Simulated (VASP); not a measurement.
# TaSi2 (P-3m1) in VASP: further runs

The runs below take TaSi2 through single point, relaxation of cell and atoms, with PBE.

Program: VASP 6.6.1. These are calculated values, not measurements. Logs are shortened: lines on timing, memory, paths and dates and some standing lists are left out, and cuts for length are marked.

**1. The cell of the first run**

Symmetry: P-3m1, No. 164, trigonal system. Conventional cell: a = 3.197 Å, b = 3.197 Å, c = 5.241 Å, α = 90.00°, β = 90.00°, γ = 120.00°. Within 3.0 Å of Ta (site symmetry -3m) lie 6 Si at 2.26 Å. Si (site symmetry 3m) has 3 Ta at 2.26 Å within 3.0 Å.

**2. Single point, PBE**

Contents of INCAR:

```
SYSTEM = TaSi2
ALGO = Normal
EDIFF = 1E-6
ENCUT = 520
GGA = PE
ISIF = 2
ISMEAR = 0
LASPH = .TRUE.
LCHARG = .FALSE.
LREAL = .FALSE.
LWAVE = .FALSE.
NBANDS = 16
NELM = 80
PREC = Accurate
SIGMA = 0.1
```

Contents of KPOINTS:

```
k-points
0
G
  6 6 4
  0 0 0
```

Contents of POSCAR:

```
TaSi2
1.0
    3.1970725000      0.0000000000      0.0000000000
   -1.5985362500      2.7687460000      0.0000000000
    0.0000000000      0.0000000000      5.2413522900
Ta Si
1 2
Direct
    0.0000000000      0.0000000000      0.0000000000
    0.3333333300      0.6666666700      0.2500000000
    0.6666666700      0.3333333300      0.7500000000
```

Potentials or basis: VASP PAW PBE potentials, release 64 (Ta_pv, Si).

On the command line:

```
> cat potpaw_PBE.64/Ta_pv/POTCAR potpaw_PBE.64/Si/POTCAR > POTCAR
> mpirun -np 1 vasp_std > vasp.out
```

OUTCAR:

```text
SYSTEM = TaSi2
   EDIFF = 1E-6
   ENCUT = 520
   GGA = PE
   ISIF = 2
   ISMEAR = 0
   LASPH = .TRUE.
   LREAL = .FALSE.
   NELM = 80
   PREC = Accurate

 ion  position               nearest neighbor table
   1  0.000  0.000  0.000-   2 2.26   3 2.26   2 2.26   3 2.26   3 2.26   2 2.26
   2  0.333  0.667  0.250-   1 2.26   1 2.26   1 2.26
   3  0.667  0.333  0.750-   1 2.26   1 2.26   1 2.26

  LATTYP: Found a hexagonal cell.
 ALAT       =     3.1970725000
 C/A-ratio  =     1.6394224060

  Lattice vectors:

 A1 = (   3.1970725000,   0.0000000000,   0.0000000000)
 A2 = (  -1.5985362500,   2.7687460000,   0.0000000000)
 A3 = (   0.0000000000,   0.0000000000,   5.2413522900)

Analysis of symmetry for initial positions (statically):
=====================================================================
 Subroutine PRICEL returns:
 Original cell was already a primitive cell.

 Routine SETGRP: Setting up the symmetry group for a
 hexagonal supercell.

 Subroutine GETGRP returns: Found 12 space group operations
 (whereof 12 operations were pure point group operations)
 out of a pool of 24 trial point group operations.

The static configuration has the point symmetry D_3d.

Analysis of symmetry for dynamics (positions and initial velocities):
=====================================================================
 Subroutine PRICEL returns:
 Original cell was already a primitive cell.

 Routine SETGRP: Setting up the symmetry group for a
 hexagonal supercell.

 Subroutine GETGRP returns: Found 12 space group operations
 (whereof 12 operations were pure point group operations)
 out of a pool of 24 trial point group operations.

The dynamic configuration has the point symmetry D_3d.

 Subroutine INISYM returns: Found 12 space group operations
 (whereof 12 operations are pure point group operations),
 and found     1 'primitive' translations

----------------------------------------------------------------------------------------

                                     Primitive cell

  volume of cell :      46.3958

  direct lattice vectors                    reciprocal lattice vectors
     3.197072500  0.000000000  0.000000000     0.312786150  0.180587168  0.000000000
[... 83 lines left out ...]
   LSORBIT =      F    spin-orbit coupling
   LASPH  =      T    aspherical Exc in radial PAW
   ENCUT  =  520.0 eV  38.22 Ry    6.18 a.u.   5.94  5.94  9.75*2*pi/ulx,y,z
   NELM   =     80;   NELMIN=  2; NELMDL= -5     # of ELM steps
   EDIFF  = 0.1E-05   stopping-criterion for ELM
   LREAL  =      F    real-space projection
   EDIFFG = 0.1E-04   stopping-criterion for IOM
   NSW    =      0    number of steps for IOM
   IBRION =     -1    ionic relax: 0-MD 1-quasi-New 2-CG
   NFREE  =      0    steps in history (QN), initial steepest desc. (CG)
   ISIF   =      2    stress and relaxation
   ISYM   =      2    0-nonsym 1-usesym 2-fastsym
   POTIM  = 0.5000    time-step for ionic-motion
   TEBEG  =    0.0;   TEEND  =   0.0 temperature during run
   PSTRESS=    0.0 pullay stress
   NELECT =      19.0000    total number of electrons
   NUPDOWN=      -1.0000    fix difference up-down
   EMIN   =  10.00;   EMAX   =-10.00  energy-range for DOS
   EFERMI =   0.00;   METHOD = LEGACY
   ISMEAR =     0;   SIGMA  =   0.10  broadening in eV -4-tet -1-fermi 0-gaus
   EFERMI_NEDOS =   21; number of points for ismear=-14 and -15
   IALGO  =     38    algorithm
   IMIX   =      4    mixing-type and parameters
     AMIX     =   0.40;   BMIX     =  1.00
     AMIX_MAG =   1.60;   BMIX_MAG =  1.00
  volume/ion in A,a.u.               =      15.47       104.36
  Fermi-wavevector in a.u.,A,eV,Ry     =   1.215719  2.297375 20.109025  1.477972
  Thomas-Fermi vector in A             =   2.351096
   LORBIT       =      0    0 simple, 1 ext, 2 COOP (PROOUT), +10 PAW based schemes
   GGA     = PE    functional components
   LHFCALC =     F    Hartree Fock is set to
   AEXX    =    0.0000 exact exchange contribution
   IVDW    =     0    specifies the selected vdW correction
   LEPSILON=     F    determine dielectric tensor
   LRPA    =     F    only Hartree local field effects (RPA)
 non-spin polarized calculation
 Gauss-broadening in eV      SIGMA  =   0.10
  energy-cutoff  :      520.00
  volume of cell :       46.40
 maximum number of plane-waves:      1284
   NGX = 11   NGY = 11   NGZ = 19

 number of electron      19.0000001 magnetization

 Free energy of the ion-electron system (eV)
  ---------------------------------------------------
  ext. energy  EPLUGINS =         0.00000000
  ---------------------------------------------------
  free energy    TOTEN  =       -17.84160975 eV

  energy without entropy =      -17.82953502  energy(sigma->0) =      -17.83557239

 E-fermi :   7.6938     XC(G=0): -11.4805

 val. band max:        7.6319133561   @ k =   0.3333   0.1667   0.0000
 cond. band min:       7.7114911776   @ k =   0.3333   0.1667   0.2500
 fundamental gap:      0.0795778215
 Fermi energy:         7.6938459808

 k-point     1 :       0.0000    0.0000    0.0000
  band No.  band energies     occupation
      1     -25.7199      2.00000
      2     -25.5441      2.00000
      3     -25.5441      2.00000
      4      -4.2061      2.00000
      5       1.3222      2.00000
      6       1.4335      2.00000
[... 433 lines left out ...]
      3     -25.6102      2.00000
      4       0.8155      2.00000
      5       0.8155      2.00000
      6       3.3547      2.00000
[... 8 lines left out ...]
     15      16.0117      0.00000
     16      16.0117      0.00000

------------------------ aborting loop because EDIFF is reached ----------------------------------------

  FORCE on cell =-STRESS in cart. coord.  units (eV):
  Direction    XX          YY          ZZ          XY          YZ          ZX
  --------------------------------------------------------------------------------------
  -------------------------------------------------------------------------------------
  Total       16.2512176     16.2512175     18.8747002     -0.0000000      0.0000000      0.0000000
  in kB      561.1998355    561.1998344    651.7960018     -0.0000000      0.0000000      0.0000000
  external PRESSURE =     591.3985572 kB  Pullay stress =       0.0000000 kB

 VOLUME and BASIS-vectors are now :
 -----------------------------------------------------------------------------
  energy-cutoff  :      520.00
  volume of cell :       46.40
      direct lattice vectors                 reciprocal lattice vectors
     3.197072500  0.000000000  0.000000000     0.312786150  0.180587168  0.000000000
    -1.598536250  2.768746000  0.000000000     0.000000000  0.361174337  0.000000000
     0.000000000  0.000000000  5.241352290     0.000000000  0.000000000  0.190790457

 POSITION                                       TOTAL-FORCE (eV/Angst)
 -----------------------------------------------------------------------------------
      0.00000      0.00000      0.00000         0.000000      0.000000      0.000000
     -0.00000      1.84583      1.31034         0.000000     -0.000000      7.659571
      1.59854      0.92292      3.93101        -0.000000      0.000000     -7.659571
 -----------------------------------------------------------------------------------
    total drift:                                0.000000      0.000000      0.000000

  FREE ENERGIE OF THE ION-ELECTRON SYSTEM (eV)
  ---------------------------------------------------
  free  energy   TOTEN  =       -17.8416097548 eV

  energy  without entropy=      -17.8295350226  energy(sigma->0) =      -17.83557239
```

Wall time 11 s (1 thread of Intel Xeon Platinum 8488C (Sapphire Rapids), shared host); peak memory 0.16 GiB.

Results:

```
Free energy   : -17.8416 eV
Pressure      : 59.1 GPa
Largest force : 7.660 eV/Å
```

Forces in eV/Å, atoms in the order of the input:
```
Ta   0.000  0.000  0.000
Si   0.000  0.000  7.660
Si   0.000  0.000 -7.660
```

Stress tensor (GPa, compression positive):
```
56.12  0.00  0.00
 0.00 56.12  0.00
 0.00  0.00 65.18
```

Caveat: the k points lie up to 0.38 Å⁻¹ apart; spin-orbit coupling is left out, which moves the levels of the heavy elements; forces of over 1 eV/Å act on the atoms, so gaps and moduli don't describe the material at rest.

**3. Single point, PBE**

This run uses another cell than the first one, of the same volume but with other edges.

Contents of INCAR:

```
PREC = Accurate
ENCUT = 520
EDIFF = 1E-7
ISMEAR = 0
SIGMA = 0.1
LREAL = False
LASPH = True
NELM = 80
ALGO = Normal
ISIF = 2
LWAVE = False
LCHARG = False
GGA = PE
NBANDS = 16
```

Contents of KPOINTS:

```
Automatic mesh
0
Gamma
  6 6 4
```

Contents of POSCAR:

```
TaSi2
1.0
    2.9516505917      0.0000000000      0.0000000000
   -1.4758252958      2.5562043955      0.0000000000
    0.0000000000      0.0000000000      6.1524923372
Ta Si
1 2
Direct
    0.0000000000      0.0000000000      0.0000000000
    0.3333333333      0.6666666667      0.3425559799
    0.6666666667      0.3333333333      0.6574440201
```

Potentials or basis: VASP PAW PBE potentials, release 64 (Ta_pv, Si).

On the command line:

```
> cat potpaw_PBE.64/Ta_pv/POTCAR potpaw_PBE.64/Si/POTCAR > POTCAR
> mpirun -np 1 vasp_std > vasp.out
```

Wall time 17 s (1 thread of Intel Xeon Platinum 8488C (Sapphire Rapids), shared host); peak memory 0.17 GiB.

Results (log left out):

* Free energy: -22.7470 eV
* Pressure: 0.1 GPa
* Largest force: 0.010 eV/Å

Forces on the atoms (eV/Å):
```
Ta   0.000  0.000  0.000
Si   0.000  0.000  0.010
Si   0.000  0.000 -0.010
```

Stress tensor (GPa, compression positive):
```
0.03 0.00 0.00
0.00 0.03 0.00
0.00 0.00 0.23
```

Levels at points of the mesh, in eV from the Fermi level:
| k point | band 7 | band 8 | band 9 | band 10 | band 11 | band 12 |
| --- | --- | --- | --- | --- | --- | --- |
| (0.00, 0.00, 0.00) | -2.04 | 0.34 | 0.34 | 2.86 | 2.86 | 3.86 |
| (0.50, 0.00, 0.00) | -3.54 | -3.00 | -0.75 | 0.20 | 0.88 | 2.12 |
| (0.00, 0.00, 0.50) | -3.36 | 0.36 | 0.36 | 2.78 | 2.78 | 3.25 |
| (0.50, 0.00, 0.50) | -4.34 | -3.03 | -2.33 | 0.35 | 2.59 | 4.04 |

Caveat: the k points lie up to 0.41 Å⁻¹ apart; spin-orbit coupling is left out, which moves the levels of the heavy elements.

(Continued in part 2 of 3.)
